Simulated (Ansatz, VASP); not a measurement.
**Rb: VASP beside Ansatz**

File INCAR:

```
PREC = Accurate
ENCUT = 520
EDIFF = 1E-6
ISMEAR = 0
SIGMA = 0.15
LREAL = F
LASPH = T
NELM = 80
ALGO = Fast
ISIF = 2
LWAVE = F
LCHARG = T
LELF = T
LVHAR = T
NBANDS = 16
```

Contents of KPOINTS:

```
Automatic mesh
0
Gamma
  12 12 6
```

The input POSCAR:

```
Rb
1.0
    4.8337966272      0.0000000000      0.0000000000
   -2.4168983136      4.4065165009      0.0000000000
    0.0000000000      0.0000000000      8.4420579800
Rb
2
Direct
    0.3333333333      0.6666666667      0.2500000000
    0.6666666667      0.3333333333      0.7500000000
```

Input for Ansatz:

```yaml
crystal:
  lattice:
    - [4.8337966272, 0.0, 0.0]
    - [-2.4168983136, 4.4065165009, 0.0]
    - [0.0, 0.0, 8.44205798]
  atoms:
    - { symbol: Rb, position: [0.3333333333, 0.6666666667, 0.25] }
    - { symbol: Rb, position: [0.6666666667, 0.3333333333, 0.75] }
basis:
  ecutwfc: 420
kpoints:
  mp_grid: { grid: [12, 12, 6] }
hamiltonian:
  xc: lda
scf:
  occupations: { method: gaussian, width: 0.15 }
output:
  forces: true
  stress: true
  eigenvalues: true
```

Change from the starting cell: strain -0.0500 x Voigt [1, 0, 0, 0, 0, 0], atoms carried along.

Alike in both runs: task single point; functional LDA; k mesh 12 × 12 × 6; occupations gaussian, width 0.15 eV; no spin polarisation.

|  | VASP | Ansatz |
| --- | --- | --- |
| version | VASP 6.6.1 | Ansatz 0.2.0 |
| potentials or method | VASP PAW LDA potentials, release 64 (Rb_sv), cutoff 520 eV | scalar-relativistic, plane waves, PAW |
| valence electrons in the cell | 18 | 18 |

```csv
,VASP,Ansatz,Ansatz less VASP
gap on the k mesh at the Fermi level (eV),none,none,-
pressure (GPa),-0.4,-0.4,0.00
"traceless stress, the component that is largest in VASP (GPa)",0.12,0.12,0.000
rms of the force components (eV/Å),0.004,0.004,+0.0001
```

LDA's correlation is that of Perdew and Zunger in VASP and of Perdew and Wang (1992) in Ansatz. Atom by atom the forces differ by 0.000 eV/Å (rms over components). A gap of «none» marks a metal or a gap that the smearing closes.
